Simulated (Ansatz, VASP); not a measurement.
## LiCl: VASP beside Ansatz

Contents of POSCAR:

```
LiCl
1.0
    0.0000000000      2.2850564253      3.2310697854
    2.2850564253      0.0000000000      3.2310697854
    2.2850564253      2.2850564253      0.0000000000
Li Cl
1 1
Direct
    0.0000000000      0.0000000000      0.0000000000
    0.5000000000      0.5000000000      0.5000000000
```

The input INCAR.step1:

```
ALGO = Normal ; EDIFF = 1E-4
ENCUT = 520 ; GGA = PE
ISMEAR = 0 ; LASPH = T
LCHARG = F ; LREAL = F
LWAVE = T ; NBANDS = 12
NELM = 100 ; PREC = Accurate
SIGMA = 0.05
```

INCAR.step2

```
ALGO = Normal ; EDIFF = 1E-6
ENCUT = 520 ; ISIF = 2
ISMEAR = 0 ; ISTART = 1
LASPH = T ; LCHARG = F
LMIXTAU = T ; LREAL = F
LWAVE = F ; METAGGA = R2SCAN
NBANDS = 12 ; NELM = 100
PREC = Accurate ; SIGMA = 0.05
```

The input KPOINTS:

```
k-points
0
Gamma
  8 8 8
```

Input for Ansatz:

```yaml
crystal:
  lattice:
    - [0.0, 2.2850564253, 3.2310697854]
    - [2.2850564253, 0.0, 3.2310697854]
    - [2.2850564253, 2.2850564253, 0.0]
  atoms:
    - { symbol: Li, position: [0.0, 0.0, 0.0] }
    - { symbol: Cl, position: [0.5, 0.5, 0.5] }
basis:
  ecutwfc: 500
kpoints:
  mp_grid: { grid: [8, 8, 8] }
hamiltonian:
  xc: r2scan
scf:
  occupations: { method: gaussian, width: 0.05 }
output:
  forces: true
  stress: true
  eigenvalues: true
```

Alike in both runs: task single point; functional r2SCAN; k mesh 8 × 8 × 8; occupations gaussian, width 0.05 eV; no spin polarisation.

|  | VASP | Ansatz |
| --- | --- | --- |
| version | VASP 6.6.1 | Ansatz 0.2.0 |
| potentials or method | VASP PAW PBE potentials, release 64 (Li_sv, Cl), cutoff 520 eV | scalar-relativistic, plane waves, PAW |
| valence electrons in the cell | 10 | 10 |

|  | VASP | Ansatz | Ansatz less VASP |
| --- | --- | --- | --- |
| gap on the k mesh at the Fermi level (eV) | 6.64 | 6.59 | -0.043 |
| least direct gap on the mesh (eV) | 6.85 | 6.84 | -0.005 |

VASP's potentials were made for PBE, not for r2SCAN.

Noted on VASP's run: the cutoff is short for stress, so the pressure is rough.
